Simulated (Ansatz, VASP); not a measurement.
**Two plane-wave programs on Ti**

The input INCAR:

```
PREC = Accurate ; ENCUT = 520
EDIFF = 1E-6 ; ISMEAR = 0
SIGMA = 0.15 ; LREAL = F
LASPH = T ; NELM = 100
ALGO = Normal ; ISIF = 2
LWAVE = F ; LCHARG = T
GGA = PS ; LELF = T
LVHAR = T ; NBANDS = 12
```

File KPOINTS:

```
regular mesh
0
Gamma
  20 20 20
```

POSCAR

```
Ti
1.0
    0.0000000000      2.0604500000      2.0300000000
    2.0604500000      0.0000000000      2.0300000000
    2.0604500000      2.0604500000      0.0000000000
Ti
1
Direct
    0.0000000000      0.0000000000      0.0000000000
```

Input for Ansatz:

```yaml
crystal:
  lattice:
    - [0.0, 2.06045, 2.03]
    - [2.06045, 0.0, 2.03]
    - [2.06045, 2.06045, 0.0]
  atoms:
    - { symbol: Ti, position: [0.0, 0.0, 0.0] }
basis:
  ecutwfc: 420
kpoints:
  mp_grid: { grid: [20, 20, 20] }
hamiltonian:
  xc: pbesol
scf:
  occupations: { method: gaussian, width: 0.15 }
output:
  forces: true
  stress: true
  eigenvalues: true
```

Change from the starting cell: strain +0.015 along x and y, +0.000 along z, atoms carried along.

Alike in both runs: task single point; functional PBEsol; k mesh 20 × 20 × 20; occupations gaussian, width 0.15 eV; no spin polarisation.

|  | VASP | Ansatz |
| --- | --- | --- |
| version | VASP 6.6.1 | Ansatz 0.2.0 |
| potentials or method | VASP PAW PBE potentials, release 64 (Ti_sv), cutoff 520 eV | scalar-relativistic, plane waves, PAW |
| valence electrons in the cell | 12 | 12 |

VASP gave:

- gap on the k mesh at the Fermi level (eV): none
- pressure (GPa): -3.7
- traceless stress, the component that is largest in VASP (GPa): 0.35

Which values does Ansatz return?

gap on the k mesh at the Fermi level (eV): none; pressure (GPa): -3.5; traceless stress, the component that is largest in VASP (GPa): 0.35.

VASP's potentials were made for PBE, not for PBEsol. A gap of «none» marks a metal or a gap that the smearing closes.
